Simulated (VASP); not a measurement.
Set up this calculation in VASP 6.6.1, as the native input.

* Task: relaxation of cell and atoms
* Functional: PBE
* Potentials or basis: VASP PAW PBE potentials, release 64 (V_sv)
* Cutoff: 600 eV
* k mesh: 20 × 20 × 20
* Occupations: gaussian, width 0.1 eV
* Spin: no spin polarisation
* Dipole correction: no
* Further INCAR settings: ALGO = Normal; EDIFF = 1e-06; IBRION = 2; EDIFFG = -0.01; NSW = 80; ISIF = 3

The structure of V lies in POSCAR:

```
V
1.0
   -1.4949989669      1.4949989669      1.4949989669
    1.4949989669     -1.4949989669      1.4949989669
    1.4949989669      1.4949989669     -1.4949989669
V
1
Direct
    0.0000000000      0.0000000000      0.0000000000
```

These files were run (other wordings do the same):

INCAR

```
ALGO = Normal
EDIFF = 1E-6
EDIFFG = -0.01
ENCUT = 600
GGA = PE
IBRION = 2
ISIF = 3
ISMEAR = 0
LASPH = T
LCHARG = F
LREAL = F
LWAVE = F
NELM = 100
NSW = 80
PREC = Accurate
SIGMA = 0.1
```

KPOINTS

```
k-points
0
Gamma
  20 20 20
```

Potentials or basis: VASP PAW PBE potentials, release 64 (V_sv).

Launch:

```sh
$ cat potpaw_PBE.64/V_sv/POTCAR > POTCAR
$ mpirun -np 1 vasp_std > vasp.out
```

It gave:

The relaxed volume is 13.47 Å³/atom. The relaxed cell is a = 2.596 Å, b = 2.596 Å, c = 2.596 Å, α = 109.47°, β = 109.47°, γ = 109.47° and the space group after relaxing (to 0.1 Å) is Im-3m (No. 229). The energy gained by relaxing is 0.5 meV/atom, the ionic steps are 3 and the pressure after relaxing is 0.0 GPa. The band gap on the k mesh is zero (an odd number of electrons rules out a gap without spin polarisation).

Wall time 42 s on 1 thread of Intel(R) Xeon(R) Platinum 8488C (Sapphire Rapids), with other jobs on the host, peak memory 0.18 GiB.
